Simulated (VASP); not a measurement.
A run of VASP 6.6.1:

File INCAR:

```
ALGO = Normal
EDIFF = 1E-6
ENCUT = 520
GGA = PE
ISIF = 2
ISMEAR = 0
LASPH = True
LCHARG = False
LREAL = False
LWAVE = False
NBANDS = 33
NELM = 100
PREC = Accurate
SIGMA = 0.1
```

The input KPOINTS:

```
k-points
0
Gamma
  4 4 4
```

Contents of POSCAR:

```
Y3Si2F
1.0
    4.0564168500      0.0000000000      0.0000000000
    0.0000000000      4.0564168500      0.0000000000
    0.0000000000      0.0000000000      7.1224207500
Y Si F
3 2 1
Direct
    0.5000000000      0.5000000000      0.4477076400
    0.5000000000      0.5000000000      0.8445648500
    0.0000000000      0.0000000000      0.2042878200
    0.5000000000      0.0000000000      0.7863952400
    0.0000000000      0.5000000000      0.7863952400
    0.0000000000      0.0000000000      0.6482255000
```

Potentials or basis: VASP PAW PBE potentials, release 64 (Y_sv, Si, F).

Command:

```sh
$ cat potpaw_PBE.64/Y_sv/POTCAR potpaw_PBE.64/Si/POTCAR potpaw_PBE.64/F/POTCAR > POTCAR
$ mpirun -np 1 vasp_std > vasp.out
```

Hardware: 1 thread of Intel(R) Xeon(R) Platinum 8488C (Sapphire Rapids), on a shared host.

Problem. Estimate the wall time of this run.

Solution. Run time: 62 s on 1 thread of Intel(R) Xeon(R) Platinum 8488C (Sapphire Rapids), on a shared host, peak memory 0.25 GiB. Counts: scf iterations 17, k points 18.
